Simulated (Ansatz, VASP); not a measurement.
Two plane-wave programs on Na

INCAR

```
SYSTEM = Na
ALGO = Fast
EDIFF = 1E-6
EDIFFG = -0.01
ENCUT = 600
GGA = PS
IBRION = 2
ISIF = 3
ISMEAR = 0
LASPH = .TRUE.
LCHARG = .FALSE.
LREAL = .FALSE.
LWAVE = .FALSE.
NELM = 100
NSW = 100
PREC = Accurate
SIGMA = 0.1
```

Contents of KPOINTS:

```
k-points
0
G
  6 6 6
  0 0 0
```

POSCAR

```
Na
1.0
    6.6966880000      0.0000000000      0.0000000000
    0.0000000000      6.6966880000      0.0000000000
    0.0000000000      0.0000000000      6.6966880000
Na
8
Direct
    0.0000000000      0.0000000000      0.0000000000
    0.5000000000      0.2500000000      0.0000000000
    0.5000000000      0.7500000000      0.0000000000
    0.0000000000      0.5000000000      0.2500000000
    0.2500000000      0.0000000000      0.5000000000
    0.7500000000      0.0000000000      0.5000000000
    0.5000000000      0.5000000000      0.5000000000
    0.0000000000      0.5000000000      0.7500000000
```

Input for Ansatz:

```yaml
crystal:
  lattice:
    - [6.696688, 0.0, 0.0]
    - [0.0, 6.696688, 0.0]
    - [0.0, 0.0, 6.696688]
  atoms:
    - { symbol: Na, position: [0.0, 0.0, 0.0] }
    - { symbol: Na, position: [0.5, 0.25, 0.0] }
    - { symbol: Na, position: [0.5, 0.75, 0.0] }
    - { symbol: Na, position: [0.0, 0.5, 0.25] }
    - { symbol: Na, position: [0.25, 0.0, 0.5] }
    - { symbol: Na, position: [0.75, 0.0, 0.5] }
    - { symbol: Na, position: [0.5, 0.5, 0.5] }
    - { symbol: Na, position: [0.0, 0.5, 0.75] }
basis:
  ecutwfc: 420
kpoints:
  mp_grid: { grid: [6, 6, 6] }
hamiltonian:
  xc: pbesol
scf:
  occupations: { method: gaussian, width: 0.1 }
output:
  forces: true
  stress: true
  eigenvalues: true
relax:
  adjacent_minimum: "off"
  f_tol: 0.01
  max_steps: 80
  cell: { stress_tol: 0.05 }
```

Alike in both runs: task relaxation of cell and atoms; functional PBEsol; k mesh 6 × 6 × 6; occupations gaussian, width 0.1 eV; no spin polarisation.

```csv
,VASP,Ansatz
version,VASP 6.6.1,Ansatz 0.2.0
potentials or method,"VASP PAW PBE potentials, release 64 (Na_pv), cutoff 600 eV","scalar-relativistic, plane waves, PAW"
valence electrons in the cell,56,72
```

|  | VASP | Ansatz | Ansatz less VASP |
| --- | --- | --- | --- |
| gap on the k mesh at the Fermi level, each at its own relaxed structure (eV) | none | none | - |
| relaxed volume (Å³/atom) | 36.73 | 36.64 | -0.088 |
| relaxed length of the cell vector where the two differ most in proportion (Å) | 6.648 | 6.643 | -0.0053 |

VASP's potentials were made for PBE, not for PBEsol. A gap of «none» marks a metal or a gap that the smearing closes. VASP's potentials hold 56 valence electrons a cell and Ansatz's 72, so a difference there can come from the potentials and not from the codes.
